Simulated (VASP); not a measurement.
# La2LuN3 (Cmmm) in VASP: relaxation of cell and atoms with PBE

Aim: the relaxation of cell and atoms of La2LuN3 with PBE.

All numbers are computed with VASP 6.6.1; they aren't measurements. Logs are shortened: lines on timing, memory, paths and dates and some standing lists are left out, and cuts for length are marked.

## (1) The cell of the first run

The structure is orthorhombic, space group Cmmm (No. 65). The conventional cell has a = 6.391 Å, b = 9.746 Å, c = 3.181 Å, α = 90.00°, β = 90.00°, γ = 90.00°. La (site symmetry m2m) has 5 N at 2.10 to 2.28 Å and 1 Lu at 2.77 Å within 2.8 Å. Within 3.9 Å of Lu (site symmetry mmm) lie 6 La at 2.77 to 3.82 Å and 2 Lu at 3.18 Å and 10 N at 3.20 to 3.32 Å. Within 2.8 Å of N (site symmetry mmm) lie 2 La at 2.10 Å. Within 3.0 Å of N (site symmetry 2/m) lie 4 La at 2.28 Å.

The cell was generated, and may not be a known phase.

## (2) Relaxation of cell and atoms, PBE

INCAR reads:

```
SYSTEM = La2LuN3
PREC = Accurate
ENCUT = 600
EDIFF = 1E-6
ISMEAR = 0
SIGMA = 0.1
LREAL = .False.
LASPH = .True.
NELM = 60
ALGO = Normal
ISIF = 3
LWAVE = .False.
LCHARG = .False.
GGA = PE
IBRION = 2
NSW = 90
EDIFFG = -0.04
```

KPOINTS reads:

```
Automatic mesh
0
Gamma
  4 4 6
  0 0 0
```

POSCAR reads:

```
La2LuN3
1.0
    3.1956173600     -4.8730716000      0.0000000000
    3.1956173600      4.8730716000      0.0000000000
    0.0000000000      0.0000000000      3.1809073500
La Lu N
2 1 3
Direct
    0.2156325000      0.7843675000      0.0000000000
    0.7843675000      0.2156325000      0.0000000000
    0.5000000000      0.5000000000      0.0000000000
    0.0000000000      0.0000000000      0.0000000000
    0.5000000000      0.0000000000      0.5000000000
    0.0000000000      0.5000000000      0.5000000000
```

Potentials or basis: VASP PAW PBE potentials, release 64 (La, Lu, N).

Started as:

```
$ cat potpaw_PBE.64/La/POTCAR potpaw_PBE.64/Lu/POTCAR potpaw_PBE.64/N/POTCAR > POTCAR
$ mpirun -np 1 vasp_std > vasp.out
```

OUTCAR:

```text
SYSTEM = La2LuN3
   PREC = Accurate
   ENCUT = 600
   EDIFF = 1E-6
   ISMEAR = 0
   LREAL = .False.
   LASPH = .True.
   NELM = 60
   ISIF = 3
   GGA = PE
   IBRION = 2
   NSW = 90
   EDIFFG = -0.04

 ion  position               nearest neighbor table
   1  0.216  0.784  0.000-   4 2.10   5 2.28   6 2.28   5 2.28   6 2.28   3 2.77   2 3.27   2 3.27

   2  0.784  0.216  0.000-   4 2.10   5 2.28   6 2.28   5 2.28   6 2.28   3 2.77   1 3.27   1 3.27

   3  0.500  0.500  0.000-   1 2.77   2 2.77
   4  0.000  0.000  0.000-   1 2.10   2 2.10
   5  0.500  0.000  0.500-   1 2.28   2 2.28   1 2.28   2 2.28
   6  0.000  0.500  0.500-   1 2.28   2 2.28   1 2.28   2 2.28

  LATTYP: Found a base centered orthorhombic cell.
 ALAT       =     6.3912347200
 B/A-ratio  =     1.5249233719
 C/A-ratio  =     0.4976984087

  Lattice vectors:

 A1 = (   3.1956173600,  -4.8730716000,   0.0000000000)
 A2 = (   3.1956173600,   4.8730716000,   0.0000000000)
 A3 = (   0.0000000000,   0.0000000000,   3.1809073500)

Analysis of symmetry for initial positions (statically):
=====================================================================
 Subroutine PRICEL returns:
 Original cell was already a primitive cell.

 Routine SETGRP: Setting up the symmetry group for a
 base centered orthorhombic supercell.

 Subroutine GETGRP returns: Found  8 space group operations
 (whereof  8 operations were pure point group operations)
 out of a pool of  8 trial point group operations.

The static configuration has the point symmetry D_2h.

Analysis of symmetry for dynamics (positions and initial velocities):
=====================================================================
 Subroutine PRICEL returns:
 Original cell was already a primitive cell.

 Routine SETGRP: Setting up the symmetry group for a
 base centered orthorhombic supercell.

 Subroutine GETGRP returns: Found  8 space group operations
 (whereof  8 operations were pure point group operations)
 out of a pool of  8 trial point group operations.

The dynamic configuration has the point symmetry D_2h.

 Subroutine INISYM returns: Found  8 space group operations
 (whereof  8 operations are pure point group operations),
 and found     1 'primitive' translations

----------------------------------------------------------------------------------------

                                     Primitive cell

  volume of cell :      99.0692

  direct lattice vectors                    reciprocal lattice vectors
     3.195617360 -4.873071600  0.000000000     0.156464290 -0.102604690  0.000000000
     3.195617360  4.873071600  0.000000000     0.156464290  0.102604690  0.000000000
     0.000000000  0.000000000  3.180907350     0.000000000  0.000000000  0.314375708

  length of vectors
     5.827417707  5.827417707  3.180907350     0.187106377  0.187106377  0.314375708

  position of ions in fractional coordinates (direct lattice)
     0.215632500  0.784367500  0.000000000
     0.784367500  0.215632500  0.000000000
     0.500000000  0.500000000  0.000000000
     0.000000000  0.000000000  0.000000000
     0.500000000  1.000000000  0.500000000
     1.000000000  0.500000000  0.500000000

  ion indices of the primitive-cell ions
   primitive index   ion index
                 1           1
                 2           2
                 3           3
                 4           4
                 5           5
                 6           6

----------------------------------------------------------------------------------------

 KPOINTS: Automatic mesh

Automatic generation of k-mesh.
 Grid dimensions read from file:
 generate k-points for:    4    4    6

 Generating k-lattice:

  Cartesian coordinates                     Fractional coordinates (reciprocal lattice)
     0.039116072 -0.025651172  0.000000000     0.250000000 -0.000000000  0.000000000
     0.039116072  0.025651172  0.000000000    -0.000000000  0.250000000  0.000000000
     0.000000000  0.000000000  0.052395951     0.000000000  0.000000000  0.166666667

  Length of vectors
     0.046776594  0.046776594  0.052395951

  Shift w.r.t. Gamma in fractional coordinates (k-lattice)
     0.000000000  0.000000000  0.000000000

 Subroutine IBZKPT returns following result:
 ===========================================

 Found     28 irreducible k-points:

 Following reciprocal coordinates:
            Coordinates               Weight
  0.000000  0.000000  0.000000      1.000000
  0.250000  0.000000  0.000000      4.000000
  0.500000  0.000000  0.000000      2.000000
  0.250000  0.250000  0.000000      2.000000
  0.500000  0.250000  0.000000      4.000000
 -0.250000  0.250000  0.000000      2.000000
[... 16 lines left out ...]
  0.250000  0.000000  0.500000      4.000000
  0.500000  0.000000  0.500000      2.000000
 [... further k-points ...]
   k-points           NKPTS =     28   k-points in BZ     NKDIM =     28   number of bands    NBANDS=     37
   number of dos      NEDOS =    301   number of ions     NIONS =      6
   total plane-waves  NPLWV =  64512
   dimension x,y,z NGX =    48 NGY =   48 NGZ =   28
   dimension x,y,z NGXF=    96 NGYF=   96 NGZF=   56
   ions per type =               2   1   3
   NGX,Y,Z   is equivalent  to a cutoff of  13.69, 13.69, 14.63 a.u.
   NGXF,Y,Z  is equivalent  to a cutoff of  27.39, 27.39, 29.27 a.u.
 SYSTEM =  La2LuN3
   PREC   = accura    normal or accurate (medium, high low for compatibility)
   ISTART =      0    job   : 0-new  1-cont  2-samecut
   ICHARG =      2    charge: 1-file 2-atom 10-const
   ISPIN  =      1    spin polarized calculation?
   LNONCOLLINEAR =      F non collinear calculations
   LSORBIT =      F    spin-orbit coupling
   LASPH  =      T    aspherical Exc in radial PAW
   ENCUT  =  600.0 eV  44.10 Ry    6.64 a.u.  11.64 11.64  6.35*2*pi/ulx,y,z
   NELM   =     60;   NELMIN=  2; NELMDL= -5     # of ELM steps
   EDIFF  = 0.1E-05   stopping-criterion for ELM
   LREAL  =      F    real-space projection
   EDIFFG = -.4E-01   stopping-criterion for IOM
   NSW    =     90    number of steps for IOM
   IBRION =      2    ionic relax: 0-MD 1-quasi-New 2-CG
   NFREE  =      1    steps in history (QN), initial steepest desc. (CG)
   ISIF   =      3    stress and relaxation
   ISYM   =      2    0-nonsym 1-usesym 2-fastsym
   POTIM  = 0.5000    time-step for ionic-motion
   TEBEG  =    0.0;   TEEND  =   0.0 temperature during run
   PSTRESS=    0.0 pullay stress
   NELECT =      62.0000    total number of electrons
   NUPDOWN=      -1.0000    fix difference up-down
   EMIN   =  10.00;   EMAX   =-10.00  energy-range for DOS
   EFERMI =   0.00;   METHOD = LEGACY
   ISMEAR =     0;   SIGMA  =   0.10  broadening in eV -4-tet -1-fermi 0-gaus
   EFERMI_NEDOS =   21; number of points for ismear=-14 and -15
   IALGO  =     38    algorithm
   IMIX   =      4    mixing-type and parameters
     AMIX     =   0.40;   BMIX     =  1.00
     AMIX_MAG =   1.60;   BMIX_MAG =  1.00
  volume/ion in A,a.u.               =      16.51       111.43
  Fermi-wavevector in a.u.,A,eV,Ry     =   1.400315  2.646212 26.679436  1.960883
  Thomas-Fermi vector in A             =   2.523288
   LORBIT       =      0    0 simple, 1 ext, 2 COOP (PROOUT), +10 PAW based schemes
   GGA     = PE    functional components
   LHFCALC =     F    Hartree Fock is set to
   AEXX    =    0.0000 exact exchange contribution
   IVDW    =     0    specifies the selected vdW correction
   LEPSILON=     F    determine dielectric tensor
   LRPA    =     F    only Hartree local field effects (RPA)
 conjugate gradient relaxation of ions
 non-spin polarized calculation
 Gauss-broadening in eV      SIGMA  =   0.10
  energy-cutoff  :      600.00
  volume of cell :       99.07
 maximum number of plane-waves:      3339
 NGX is ok and might be reduce to    48
   NGX = 23   NGY = 23   NGZ = 13

--------------------------------------- Ionic step        1  -------------------------------------------

 number of electron      61.9999992 magnetization

 Free energy of the ion-electron system (eV)
  ---------------------------------------------------
  ext. energy  EPLUGINS =         0.00000000
  ---------------------------------------------------
  free energy    TOTEN  =       -35.75381088 eV

  energy without entropy =      -35.73093280  energy(sigma->0) =      -35.74237184

------------------------ aborting loop because EDIFF is reached ----------------------------------------

  FORCE on cell =-STRESS in cart. coord.  units (eV):
  Direction    XX          YY          ZZ          XY          YZ          ZX
  --------------------------------------------------------------------------------------
  -------------------------------------------------------------------------------------
  Total       17.6046645     19.3308906     23.6381455     -0.0000000      0.0000000      0.0000000
  in kB      284.7080560    312.6251156    382.2833680     -0.0000000      0.0000000      0.0000000
  external PRESSURE =     326.5388465 kB  Pullay stress =       0.0000000 kB
[... 101 lines left out ...]
  FREE ENERGIE OF THE ION-ELECTRON SYSTEM (eV)
  ---------------------------------------------------
  free  energy   TOTEN  =       -38.9508095022 eV

  energy  without entropy=      -38.9221027184  energy(sigma->0) =      -38.93645611

 E-fermi :   5.4337     XC(G=0):  -9.9528

 val. band max:        5.4317807348   @ k =   0.5000   0.2500   0.5000
 cond. band min:       5.4427081036   @ k =   0.5000   0.2500   0.3333
 fundamental gap:      0.0109273688
 Fermi energy:         5.4337379756

 k-point     1 :       0.0000    0.0000    0.0000
  band No.  band energies     occupation
      1     -51.4475      2.00000
      2     -26.0784      2.00000
      3     -25.8038      2.00000
      4     -22.3776      2.00000
      5     -22.1230      2.00000
      6     -21.8077      2.00000
[... 949 lines left out ...]
     36       7.9194      0.00000
     37       8.6674      0.00000

 [... further k-points ...]

[... ionic steps 4 to 30 ...]

--------------------------------------- Ionic step       31  -------------------------------------------

 number of electron      62.0000028 magnetization

------------------------ aborting loop because EDIFF is reached ----------------------------------------

  FORCE on cell =-STRESS in cart. coord.  units (eV):
  Direction    XX          YY          ZZ          XY          YZ          ZX
  --------------------------------------------------------------------------------------
  -------------------------------------------------------------------------------------
  Total       -0.1523272     -0.1721118     -0.0801995      0.0000000      0.0000000      0.0000000
  in kB       -1.9838686     -2.2415376     -1.0444961      0.0000000      0.0000000      0.0000000
  external PRESSURE =      -1.7566341 kB  Pullay stress =       0.0000000 kB
[... 65 lines left out ...]
  energy  without entropy=      -40.6025023609  energy(sigma->0) =      -40.60674276

--------------------------------------- Ionic step       33  -------------------------------------------

 number of electron      62.0000029 magnetization

 Free energy of the ion-electron system (eV)
  ---------------------------------------------------
  ext. energy  EPLUGINS =         0.00000000
  ---------------------------------------------------
  free energy    TOTEN  =       -40.61116906 eV

  energy without entropy =      -40.60257840  energy(sigma->0) =      -40.60687373

 E-fermi :   5.7061     XC(G=0): -10.0510

 val. band max:        5.7001090371   @ k =   0.5000   0.5000   0.5000
 cond. band min:       5.7448392461   @ k =   0.5000   0.2500   0.3333
 fundamental gap:      0.0447302090
 Fermi energy:         5.7060557191

 k-point     1 :       0.0000    0.0000    0.0000
  band No.  band energies     occupation
      1     -51.0103      2.00000
      2     -25.8776      2.00000
      3     -25.6362      2.00000
      4     -21.9785      2.00000
      5     -21.6872      2.00000
      6     -21.3492      2.00000
[... 949 lines left out ...]
     36       8.3757      0.00000
     37       8.9577      0.00000

 [... further k-points ...]

------------------------ aborting loop because EDIFF is reached ----------------------------------------

  FORCE on cell =-STRESS in cart. coord.  units (eV):
  Direction    XX          YY          ZZ          XY          YZ          ZX
  --------------------------------------------------------------------------------------
  -------------------------------------------------------------------------------------
  Total       -0.1046250      0.0020330      0.0889665     -0.0000000      0.0000000      0.0000000
  in kB       -1.3648972      0.0265223      1.1606227     -0.0000000      0.0000000      0.0000000
  external PRESSURE =      -0.0592507 kB  Pullay stress =       0.0000000 kB
[... 21 lines left out ...]
  FREE ENERGIE OF THE ION-ELECTRON SYSTEM (eV)
  ---------------------------------------------------
  free  energy   TOTEN  =       -40.6111690606 eV

  energy  without entropy=      -40.6025783985  energy(sigma->0) =      -40.60687373

 reached required accuracy - stopping structural energy minimisation
```

Wall time 36 min (1 thread of Intel Xeon 6975P-C (Granite Rapids), shared host); peak memory 0.35 GiB.

Results:

| Property | Result |
| --- | --- |
| Free energy | -40.6112 eV |
| Relaxed volume | 20.47 Å³/atom |
| Relaxed cell | a = 7.701 Å, b = 7.701 Å, c = 3.604 Å, α = 90.00°, β = 90.00°, γ = 144.93° |
| Space group after relaxing (to 0.1 Å) | Cmmm (No. 65) |
| Energy gained by relaxing | 809.6 meV/atom |
| Ionic steps | 33 |
| Pressure after relaxing | 0.0 GPa |
| Largest force after relaxing | 0.029 eV/Å |
| Band gap on the k mesh | zero (bands 31 and 32 overlap by 1.22 eV) |

Forces in eV/Å, atoms in the order of the input:
```
La   0.000  0.029  0.000
La   0.000 -0.029  0.000
Lu   0.000  0.000  0.000
N    0.000  0.000  0.000
N    0.000  0.000  0.000
N    0.000  0.000  0.000
```

Step by step:
| step | energy change (eV) | largest force (eV/Å) | pressure (GPa) | volume (Å³) |
| --- | --- | --- | --- | --- |
| 1 | 0.0000 | 3.4897 | 32.65 | 99.07 |
| 2 | -2.5171 | 1.1047 | -9.19 | 155.51 |
| 3 | -3.1970 | 1.5801 | -1.82 | 133.19 |
| 4 | -3.1978 | 1.6067 | -1.50 | 132.44 |
| 5 | -3.6461 | 0.5991 | -0.68 | 132.33 |
| 6 | -3.9147 | 1.0649 | 1.36 | 131.08 |
| 7 | -4.0618 | 0.0572 | -1.03 | 135.52 |
| 8 | -4.0624 | 0.1199 | -1.13 | 135.78 |
| 9 | -4.0950 | 0.3952 | 0.40 | 132.83 |
| 10 | -4.0976 | 0.4947 | 0.97 | 131.86 |
| 11 | -4.1240 | 0.4739 | 0.84 | 131.72 |
| 12 | -4.2172 | 0.5156 | 0.38 | 131.05 |
| 13 | -4.5203 | 0.2996 | -0.88 | 128.51 |
| 14 | -1.9104 | 2.2908 | 7.72 | 118.19 |
| 15 | -4.5950 | 0.0787 | -1.14 | 127.81 |
| 16 | -4.5567 | 1.0161 | -1.15 | 125.49 |
| 17 | -4.6311 | 0.3915 | -1.32 | 127.09 |
| 18 | -4.6334 | 0.4612 | -1.35 | 126.93 |
| 19 | -4.6390 | 0.5410 | -1.45 | 126.80 |
| 20 | -4.6403 | 0.6123 | -1.52 | 126.68 |
| 21 | -4.6515 | 0.5819 | -1.47 | 126.56 |
| 22 | -4.6833 | 0.4921 | -1.35 | 126.18 |
| 23 | -4.7380 | 0.3145 | -0.98 | 125.42 |
| 24 | -4.8120 | 0.0387 | -0.16 | 123.87 |
| 25 | -4.8100 | 0.7377 | 1.95 | 120.64 |
| 26 | -4.8367 | 0.3843 | 0.76 | 122.30 |
| 27 | -4.8444 | 0.3184 | 0.45 | 122.62 |
| 28 | -4.8541 | 0.1602 | -0.29 | 123.38 |
| 29 | -4.8547 | 0.1064 | -0.60 | 123.64 |
| 30 | -4.8566 | 0.0672 | -0.28 | 123.24 |
| 31 | -4.8572 | 0.0466 | -0.18 | 123.02 |
| 32 | -4.8572 | 0.0028 | 0.17 | 122.58 |
| 33 | -4.8574 | 0.0294 | -0.01 | 122.81 |

Final structure:
```
La Lu N
1.0
     2.32028   -7.34297    0.00000
     2.32028    7.34297    0.00000
     0.00000    0.00000    3.60416
La Lu N
2 1 3
Direct
  0.16627 0.83373 0.00000
  0.83373 0.16627 0.00000
  0.50000 0.50000 0.00000
  0.00000 0.00000 0.00000
  0.50000 0.00000 0.50000
  0.00000 0.50000 0.50000
```

Levels at points of the mesh, in eV from the Fermi level:
```
           k point  band 28  band 29  band 30  band 31  band 32  band 33  band 34  band 35
(0.00, 0.00, 0.00)    -1.56    -1.35    -0.47    -0.36    -0.28     0.41     1.68     2.18
(0.50, 0.00, 0.00)    -2.12    -1.72    -1.57    -1.01    -0.83     1.03     1.47     2.43
(0.50, 0.50, 0.00)    -1.59    -1.52    -0.59    -0.57     0.09     0.47     0.97     1.91
(0.00, 0.00, 0.50)    -1.59    -1.38    -1.19     0.29     0.52     0.79     1.34     1.87
(0.50, 0.00, 0.50)    -1.77    -1.16    -1.06    -0.97     0.69     0.74     1.47     2.66
(0.50, 0.50, 0.50)    -1.24    -0.70    -0.68    -0.64    -0.01     1.05     1.35     1.97
```

Caveat: the volume moved by over 15 % at a fixed basis, so the end points are rough; spin-orbit coupling is left out, which moves the levels of the heavy elements.

The gap in the log of VASP goes by the Fermi energy; the results here count the filled bands.